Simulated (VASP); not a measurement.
# GaBO6 (Fm-3m) in VASP: further runs, part 2 of 2

VASP 6.6.1. Earlier steps stand in the parts before.

**3. Relaxation of cell and atoms, PBE**

The input, INCAR:

```
SYSTEM = GaBO6
ALGO = Normal
EDIFF = 1E-7
EDIFFG = -0.01
ENCUT = 600
GGA = PE
IBRION = 2
ISIF = 3
ISMEAR = 0
LASPH = .TRUE.
LCHARG = .FALSE.
LREAL = .FALSE.
LWAVE = .FALSE.
NELM = 100
NSW = 100
PREC = Accurate
SIGMA = 0.1
```

The input, KPOINTS:

```
k-points
0
G
  10 10 10
  0 0 0
```

The input, POSCAR:

```
GaBO6
1.0
    0.0000000000      3.5596553126      3.5596553126
    3.5596553126      0.0000000000      3.5596553126
    3.5596553126      3.5596553126      0.0000000000
Ga B O
1 1 6
Direct
    0.5000000000      0.5000000000      0.5000000000
    0.0000000000      0.0000000000      0.0000000000
    0.7793356575      0.2206643425      0.2206643425
    0.2206643425      0.7793356575      0.7793356575
    0.2206643425      0.7793356575      0.2206643425
    0.7793356575      0.2206643425      0.7793356575
    0.2206643425      0.2206643425      0.7793356575
    0.7793356575      0.7793356575      0.2206643425
```

Potentials or basis: VASP PAW PBE potentials, release 64 (Ga_d, B, O).

Started as:

```sh
cat potpaw_PBE.64/Ga_d/POTCAR potpaw_PBE.64/B/POTCAR potpaw_PBE.64/O/POTCAR > POTCAR
mpirun -np 1 vasp_std > vasp.out
```

OUTCAR:

```text
SYSTEM = GaBO6
   EDIFF = 1E-7
   EDIFFG = -0.01
   ENCUT = 600
   GGA = PE
   IBRION = 2
   ISIF = 3
   ISMEAR = 0
   LASPH = .TRUE.
   LREAL = .FALSE.
   NELM = 100
   NSW = 100
   PREC = Accurate

 ion  position               nearest neighbor table
   1  0.500  0.500  0.500-   3 1.99   4 1.99   5 1.99   6 1.99   7 1.99   8 1.99
   2  0.000  0.000  0.000-   3 1.57   4 1.57   5 1.57   6 1.57   7 1.57   8 1.57
   3  0.779  0.221  0.221-   2 1.57   1 1.99
   4  0.221  0.779  0.779-   2 1.57   1 1.99
   5  0.221  0.779  0.221-   2 1.57   1 1.99
   6  0.779  0.221  0.779-   2 1.57   1 1.99
   7  0.221  0.221  0.779-   2 1.57   1 1.99
   8  0.779  0.779  0.221-   2 1.57   1 1.99

  LATTYP: Found a face centered cubic cell.
 ALAT       =     7.1193106252

  Lattice vectors:

 A1 = (   0.0000000000,   3.5596553126,   3.5596553126)
 A2 = (   3.5596553126,   0.0000000000,   3.5596553126)
 A3 = (   3.5596553126,   3.5596553126,   0.0000000000)

Analysis of symmetry for initial positions (statically):
=====================================================================
 Subroutine PRICEL returns:
 Original cell was already a primitive cell.

 Routine SETGRP: Setting up the symmetry group for a
 face centered cubic supercell.

 Subroutine GETGRP returns: Found 48 space group operations
 (whereof 48 operations were pure point group operations)
 out of a pool of 48 trial point group operations.

The static configuration has the point symmetry O_h .

Analysis of symmetry for dynamics (positions and initial velocities):
=====================================================================
 Subroutine PRICEL returns:
 Original cell was already a primitive cell.

 Routine SETGRP: Setting up the symmetry group for a
 face centered cubic supercell.

 Subroutine GETGRP returns: Found 48 space group operations
 (whereof 48 operations were pure point group operations)
 out of a pool of 48 trial point group operations.

The dynamic configuration has the point symmetry O_h .

 Subroutine INISYM returns: Found 48 space group operations
 (whereof 48 operations are pure point group operations),
 and found     1 'primitive' translations

----------------------------------------------------------------------------------------

                                     Primitive cell

  volume of cell :      90.2098

  direct lattice vectors                    reciprocal lattice vectors
     0.000000000  3.559655313  3.559655313    -0.140463038  0.140463038  0.140463038
     3.559655313  0.000000000  3.559655313     0.140463038 -0.140463038  0.140463038
     3.559655313  3.559655313  0.000000000     0.140463038  0.140463038 -0.140463038

  length of vectors
     5.034112820  5.034112820  5.034112820     0.243289119  0.243289119  0.243289119

  position of ions in fractional coordinates (direct lattice)
     0.500000000  0.500000000  0.500000000
     0.000000000  0.000000000  0.000000000
     0.779335657  0.220664343  0.220664343
     0.220664343  0.779335657  0.779335657
     0.220664343  0.779335657  0.220664343
     0.779335657  0.220664343  0.779335657
     0.220664343  0.220664343  0.779335657
     0.779335657  0.779335657  0.220664343

[... 38 lines left out ...]
            Coordinates               Weight
  0.000000  0.000000  0.000000      1.000000
  0.100000  0.000000  0.000000      8.000000
  0.200000  0.000000  0.000000      8.000000
  0.300000  0.000000  0.000000      8.000000
  0.400000  0.000000  0.000000      8.000000
  0.500000  0.000000  0.000000      4.000000
[... 16 lines left out ...]
  0.300000  0.300000  0.000000      6.000000
  0.400000  0.300000  0.000000     24.000000
 [... further k-points ...]
   k-points           NKPTS =     47   k-points in BZ     NKDIM =     47   number of bands    NBANDS=     31
   number of dos      NEDOS =    301   number of ions     NIONS =      8
   total plane-waves  NPLWV =  64000
   dimension x,y,z NGX =    40 NGY =   40 NGZ =   40
   dimension x,y,z NGXF=    80 NGYF=   80 NGZF=   80
   ions per type =               1   1   6
   NGX,Y,Z   is equivalent  to a cutoff of  13.21, 13.21, 13.21 a.u.
   NGXF,Y,Z  is equivalent  to a cutoff of  26.42, 26.42, 26.42 a.u.
 SYSTEM =  GaBO6
   PREC   = accura    normal or accurate (medium, high low for compatibility)
   ISTART =      0    job   : 0-new  1-cont  2-samecut
   ICHARG =      2    charge: 1-file 2-atom 10-const
   ISPIN  =      1    spin polarized calculation?
   LNONCOLLINEAR =      F non collinear calculations
   LSORBIT =      F    spin-orbit coupling
   LASPH  =      T    aspherical Exc in radial PAW
   ENCUT  =  600.0 eV  44.10 Ry    6.64 a.u.  10.05 10.05 10.05*2*pi/ulx,y,z
   NELM   =    100;   NELMIN=  2; NELMDL= -5     # of ELM steps
   EDIFF  = 0.1E-06   stopping-criterion for ELM
   LREAL  =      F    real-space projection
   EDIFFG = -.1E-01   stopping-criterion for IOM
   NSW    =    100    number of steps for IOM
   IBRION =      2    ionic relax: 0-MD 1-quasi-New 2-CG
   NFREE  =      1    steps in history (QN), initial steepest desc. (CG)
   ISIF   =      3    stress and relaxation
   ISYM   =      2    0-nonsym 1-usesym 2-fastsym
   POTIM  = 0.5000    time-step for ionic-motion
   TEBEG  =    0.0;   TEEND  =   0.0 temperature during run
   PSTRESS=    0.0 pullay stress
   NELECT =      52.0000    total number of electrons
   NUPDOWN=      -1.0000    fix difference up-down
   EMIN   =  10.00;   EMAX   =-10.00  energy-range for DOS
   EFERMI =   0.00;   METHOD = LEGACY
   ISMEAR =     0;   SIGMA  =   0.10  broadening in eV -4-tet -1-fermi 0-gaus
   EFERMI_NEDOS =   21; number of points for ismear=-14 and -15
   IALGO  =     38    algorithm
   IMIX   =      4    mixing-type and parameters
     AMIX     =   0.40;   BMIX     =  1.00
     AMIX_MAG =   1.60;   BMIX_MAG =  1.00
  volume/ion in A,a.u.               =      11.28        76.10
  Fermi-wavevector in a.u.,A,eV,Ry     =   1.362463  2.574681 25.256563  1.856305
  Thomas-Fermi vector in A             =   2.488950
   LORBIT       =      0    0 simple, 1 ext, 2 COOP (PROOUT), +10 PAW based schemes
   GGA     = PE    functional components
   LHFCALC =     F    Hartree Fock is set to
   AEXX    =    0.0000 exact exchange contribution
   IVDW    =     0    specifies the selected vdW correction
   LEPSILON=     F    determine dielectric tensor
   LRPA    =     F    only Hartree local field effects (RPA)
 conjugate gradient relaxation of ions
 non-spin polarized calculation
 Gauss-broadening in eV      SIGMA  =   0.10
  energy-cutoff  :      600.00
  volume of cell :       90.21
 maximum number of plane-waves:      3032
   NGX = 21   NGY = 21   NGZ = 21

--------------------------------------- Ionic step        1  -------------------------------------------

 number of electron      52.0000007 magnetization

 Free energy of the ion-electron system (eV)
  ---------------------------------------------------
  ext. energy  EPLUGINS =         0.00000000
  ---------------------------------------------------
  free energy    TOTEN  =       -39.92408510 eV

  energy without entropy =      -39.89519536  energy(sigma->0) =      -39.90964023

------------------------ aborting loop because EDIFF is reached ----------------------------------------

  FORCE on cell =-STRESS in cart. coord.  units (eV):
  Direction    XX          YY          ZZ          XY          YZ          ZX
  --------------------------------------------------------------------------------------
  -------------------------------------------------------------------------------------
  Total       -0.1369156     -0.1369156     -0.1369156      0.0000000     -0.0000000      0.0000000
  in kB       -2.4316984     -2.4316984     -2.4316984      0.0000000     -0.0000000      0.0000000
  external PRESSURE =      -2.4316984 kB  Pullay stress =       0.0000000 kB
[... 71 lines left out ...]
--------------------------------------- Ionic step        3  -------------------------------------------

 number of electron      52.0000007 magnetization

 Free energy of the ion-electron system (eV)
  ---------------------------------------------------
  ext. energy  EPLUGINS =         0.00000000
  ---------------------------------------------------
  free energy    TOTEN  =       -39.92484104 eV

  energy without entropy =      -39.89782304  energy(sigma->0) =      -39.91133204

 E-fermi :   0.1686     XC(G=0):  -9.7884

 val. band max:        0.1508034795   @ k =  -0.4000   0.1000   0.0000
 cond. band min:       0.1714021076   @ k =   0.5000   0.0000   0.0000
 fundamental gap:      0.0205986282
 Fermi energy:         0.1686086886

 k-point     1 :       0.0000    0.0000    0.0000
  band No.  band energies     occupation
      1     -19.8703      2.00000
      2     -17.1645      2.00000
      3     -17.1645      2.00000
      4     -17.1645      2.00000
      5     -15.9973      2.00000
      6     -15.9973      2.00000
[... 805 lines left out ...]
     30       6.5756      0.00000
     31      10.4348      0.00000

 [... further k-points ...]
[... 5 lines left out ...]
  --------------------------------------------------------------------------------------
  -------------------------------------------------------------------------------------
  Total        0.0618138      0.0618138      0.0618138     -0.0000000     -0.0000000      0.0000000
  in kB        1.0994194      1.0994194      1.0994194     -0.0000000     -0.0000000      0.0000000
  external PRESSURE =       1.0994194 kB  Pullay stress =       0.0000000 kB
[... 23 lines left out ...]
  FREE ENERGIE OF THE ION-ELECTRON SYSTEM (eV)
  ---------------------------------------------------
  free  energy   TOTEN  =       -39.9248410419 eV

  energy  without entropy=      -39.8978230442  energy(sigma->0) =      -39.91133204

 reached required accuracy - stopping structural energy minimisation
```

Run time: 5 min. Hardware: 1 thread of Intel Xeon Platinum 8259CL at 2.50GHz (Skylake/Cascade Lake), shared host; peak memory 0.34 GiB.

Results:

- Free energy: -39.9248 eV
- Relaxed volume: 11.26 Å³/atom
- Relaxed cell: a = 5.032 Å, b = 5.032 Å, c = 5.032 Å, α = 60.00°, β = 60.00°, γ = 60.00°
- Space group after relaxing (to 0.05 Å): Fm-3m (No. 225)
- Energy gained by relaxing: 0.1 meV/atom
- Ionic steps: 3
- Pressure after relaxing: 0.1 GPa
- Largest force after relaxing: 0.007 eV/Å
- Band gap on the k mesh: zero (band 26 reaches 0.17 eV, above the bottom of band 27 at 0.15 eV)

Forces on the atoms (eV/Å):
```
Ga   0.000  0.000  0.000
B    0.000  0.000  0.000
O   -0.007  0.000  0.000
O    0.007  0.000  0.000
O    0.000 -0.007  0.000
O    0.000  0.007  0.000
O    0.000  0.000 -0.007
O    0.000  0.000  0.007
```

Step by step:
| step | energy change (eV) | largest force (eV/Å) | pressure (GPa) | volume (Å³) |
| --- | --- | --- | --- | --- |
| 1 | 0.0000 | 0.0886 | -0.24 | 90.21 |
| 2 | -0.0003 | 0.0548 | 0.39 | 89.99 |
| 3 | -0.0008 | 0.0068 | 0.11 | 90.08 |

Final structure:
```yaml
crystal:
  lattice:
    - [0.00000, 3.55796, 3.55796]
    - [3.55796, 0.00000, 3.55796]
    - [3.55796, 3.55796, 0.00000]
  atoms:
    - { symbol: Ga, position: [0.50000, 0.50000, 0.50000] }
    - { symbol: B, position: [0.00000, 0.00000, 0.00000] }
    - { symbol: O, position: [0.77968, 0.22032, 0.22032] }
    - { symbol: O, position: [0.22032, 0.77968, 0.77968] }
    - { symbol: O, position: [0.22032, 0.77968, 0.22032] }
    - { symbol: O, position: [0.77968, 0.22032, 0.77968] }
    - { symbol: O, position: [0.22032, 0.22032, 0.77968] }
    - { symbol: O, position: [0.77968, 0.77968, 0.22032] }
```

Levels at points of the mesh, in eV from the Fermi level:
| k point | band 24 | band 25 | band 26 | band 27 | band 28 | band 29 |
| --- | --- | --- | --- | --- | --- | --- |
| (0.00, 0.00, 0.00) | -0.16 | -0.16 | -0.16 | 1.04 | 1.04 | 1.04 |
| (0.50, 0.00, 0.00) | -0.16 | 0.00 | 0.00 | 0.56 | 0.56 | 0.66 |
| (0.50, 0.50, 0.00) | -0.50 | -0.25 | -0.25 | -0.02 | -0.02 | 1.02 |
